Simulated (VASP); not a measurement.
# WAu (F-43m) in VASP: further runs, part 2 of 2

VASP 6.6.1.

### 4 Single point, revPBE

File INCAR:

```
SYSTEM = WAu
ALGO = Normal
EDIFF = 1E-6
ENCUT = 520
GGA = RE
ISIF = 2
ISMEAR = -1
LASPH = .TRUE.
LCHARG = .FALSE.
LREAL = .FALSE.
LWAVE = .FALSE.
NBANDS = 20
NELM = 60
PREC = Accurate
SIGMA = 0.05
```

File KPOINTS:

```
k-points
0
G
  8 8 8
  0 0 0
```

File POSCAR:

```
WAu
1.0
    0.0000000000      2.7479792600      2.7479792600
    2.7479792600      0.0000000000      2.7479792600
    2.7479792600      2.7479792600      0.0000000000
W Au
1 1
Direct
    0.0000000000      0.0000000000      0.0000000000
    0.7500000000      0.7500000000      0.7500000000
```

Potentials or basis: VASP PAW PBE potentials, release 64 (W_sv, Au).

Started as:

```sh
> cat potpaw_PBE.64/W_sv/POTCAR potpaw_PBE.64/Au/POTCAR > POTCAR
> mpirun -np 1 vasp_std > vasp.out
```

OUTCAR:

```text
SYSTEM = WAu
   EDIFF = 1E-6
   ENCUT = 520
   GGA = RE
   ISIF = 2
   ISMEAR = -1
   LASPH = .TRUE.
   LREAL = .FALSE.
   NELM = 60
   PREC = Accurate

 ion  position               nearest neighbor table
   1  0.000  0.000  0.000-   2 2.38   2 2.38   2 2.38   2 2.38
   2  0.750  0.750  0.750-   1 2.38   1 2.38   1 2.38   1 2.38

  LATTYP: Found a face centered cubic cell.
 ALAT       =     5.4959585200

  Lattice vectors:

 A1 = (   0.0000000000,   2.7479792600,   2.7479792600)
 A2 = (   2.7479792600,   0.0000000000,   2.7479792600)
 A3 = (   2.7479792600,   2.7479792600,   0.0000000000)

Analysis of symmetry for initial positions (statically):
=====================================================================
 Subroutine PRICEL returns:
 Original cell was already a primitive cell.

 Routine SETGRP: Setting up the symmetry group for a
 face centered cubic supercell.

 Subroutine GETGRP returns: Found 24 space group operations
 (whereof 24 operations were pure point group operations)
 out of a pool of 48 trial point group operations.

The static configuration has the point symmetry T_d .

Analysis of symmetry for dynamics (positions and initial velocities):
=====================================================================
 Subroutine PRICEL returns:
 Original cell was already a primitive cell.

 Routine SETGRP: Setting up the symmetry group for a
 face centered cubic supercell.

 Subroutine GETGRP returns: Found 24 space group operations
 (whereof 24 operations were pure point group operations)
 out of a pool of 48 trial point group operations.

The dynamic configuration has the point symmetry T_d .

 Subroutine INISYM returns: Found 24 space group operations
 (whereof 24 operations are pure point group operations),
 and found     1 'primitive' translations

----------------------------------------------------------------------------------------

                                     Primitive cell

[... 106 lines left out ...]
   EFERMI_NEDOS =   21; number of points for ismear=-14 and -15
   IALGO  =     38    algorithm
   IMIX   =      4    mixing-type and parameters
     AMIX     =   0.40;   BMIX     =  1.00
     AMIX_MAG =   1.60;   BMIX_MAG =  1.00
  volume/ion in A,a.u.               =      20.75       140.04
  Fermi-wavevector in a.u.,A,eV,Ry     =   1.382605  2.612744 26.008842  1.911596
  Thomas-Fermi vector in A             =   2.507280
   LORBIT       =      0    0 simple, 1 ext, 2 COOP (PROOUT), +10 PAW based schemes
   GGA     = RE    functional components
   LHFCALC =     F    Hartree Fock is set to
   AEXX    =    0.0000 exact exchange contribution
   IVDW    =     0    specifies the selected vdW correction
   LEPSILON=     F    determine dielectric tensor
   LRPA    =     F    only Hartree local field effects (RPA)
 non-spin polarized calculation
  energy-cutoff  :      520.00
  volume of cell :       41.50
 maximum number of plane-waves:      1139
 NGX is ok and might be reduce to    30
   NGX = 15   NGY = 15   NGZ = 15

 number of electron      25.0000000 magnetization

 Free energy of the ion-electron system (eV)
  ---------------------------------------------------
  ext. energy  EPLUGINS =         0.00000000
  ---------------------------------------------------
  free energy    TOTEN  =       -10.66914324 eV

  energy without entropy =      -10.65291075  energy(sigma->0) =      -10.66102700

 E-fermi :   7.6786     XC(G=0): -11.4831

 val. band max:        7.6436234172   @ k =  -0.3750   0.2500   0.1250
 cond. band min:       7.7377763182   @ k =   0.3750   0.2500   0.0000
 fundamental gap:      0.0941529010
 Fermi energy:         7.6786232327

 k-point     1 :       0.0000    0.0000    0.0000
  band No.  band energies     occupation
      1     -66.3819      2.00000
      2     -30.6904      2.00000
      3     -30.6904      2.00000
      4     -30.6904      2.00000
      5      -0.8122      2.00000
      6       0.9942      2.00000
[... 541 lines left out ...]
     19      18.2376      0.00000
     20      22.0921      0.00000

 [... further k-points ...]

------------------------ aborting loop because EDIFF is reached ----------------------------------------

  FORCE on cell =-STRESS in cart. coord.  units (eV):
  Direction    XX          YY          ZZ          XY          YZ          ZX
  --------------------------------------------------------------------------------------
  -------------------------------------------------------------------------------------
  Total        9.0927006      9.0927006      9.0927006     -0.0000000      0.0000000      0.0000000
  in kB      351.0210231    351.0210231    351.0210231     -0.0000000      0.0000000      0.0000000
  external PRESSURE =     351.0210231 kB  Pullay stress =       0.0000000 kB

 VOLUME and BASIS-vectors are now :
 -----------------------------------------------------------------------------
  energy-cutoff  :      520.00
  volume of cell :       41.50
      direct lattice vectors                 reciprocal lattice vectors
     0.000000000  2.747979260  2.747979260    -0.181951883  0.181951883  0.181951883
     2.747979260  0.000000000  2.747979260     0.181951883 -0.181951883  0.181951883
     2.747979260  2.747979260  0.000000000     0.181951883  0.181951883 -0.181951883

 POSITION                                       TOTAL-FORCE (eV/Angst)
 -----------------------------------------------------------------------------------
      0.00000      0.00000      0.00000        -0.000000     -0.000000     -0.000000
      4.12197      4.12197      4.12197         0.000000      0.000000      0.000000
 -----------------------------------------------------------------------------------
    total drift:                                0.000001      0.000001      0.000001

  FREE ENERGIE OF THE ION-ELECTRON SYSTEM (eV)
  ---------------------------------------------------
  free  energy   TOTEN  =       -10.6691432397 eV

  energy  without entropy=      -10.6529107506  energy(sigma->0) =      -10.66102700
```

Run time: 40 s. Hardware: 1 thread of Intel Xeon 8259CL, shared host; peak memory 0.18 GiB.

Results:

| Item | Value |
| --- | --- |
| Free energy | -10.6691 eV |
| Pressure | 35.1 GPa |

Levels at points of the mesh, in eV from the Fermi level:
| k point | band 11 | band 12 | band 13 | band 14 | band 15 | band 16 |
| --- | --- | --- | --- | --- | --- | --- |
| (0.00, 0.00, 0.00) | -0.85 | -0.85 | -0.85 | 2.12 | 2.12 | 9.21 |
| (0.50, 0.00, 0.00) | -2.20 | -0.22 | -0.22 | 1.82 | 1.82 | 2.61 |
| (0.50, 0.50, 0.00) | -3.19 | 0.38 | 1.48 | 1.98 | 1.98 | 3.68 |

Caveat: the PAW data sets were made with another functional, which shifts forces and pressure a little; spin-orbit coupling is left out, which moves the levels of the heavy elements.

### 5 Overview

| task | level | cell | cutoff (eV) | gap on the mesh (eV) | pressure (GPa) |
| --- | --- | --- | --- | --- | --- |
| relaxation of cell and atoms | PBEsol+D3(BJ) | relaxed | 600 | none | 0.1 |
| single point | RPBE | as given | 520 | none | 35.9 |
| single point | revPBE | as given | 520 | none | 35.1 |

Alike in all rows: potentials or basis VASP PAW PBE potentials, release 64 (W_sv, Au); no spin polarisation; k mesh 8 × 8 × 8; smearing fermi-dirac 0.05 eV.

Caveats: the PAW data sets were made with another functional, which shifts forces and pressure a little; spin-orbit coupling is left out, which moves the levels of the heavy elements; pairwise dispersion overbinds metals, which lowers pressure and volume (some runs).

Total energies depend on the potentials used, so only differences within one code and one set of settings carry meaning.
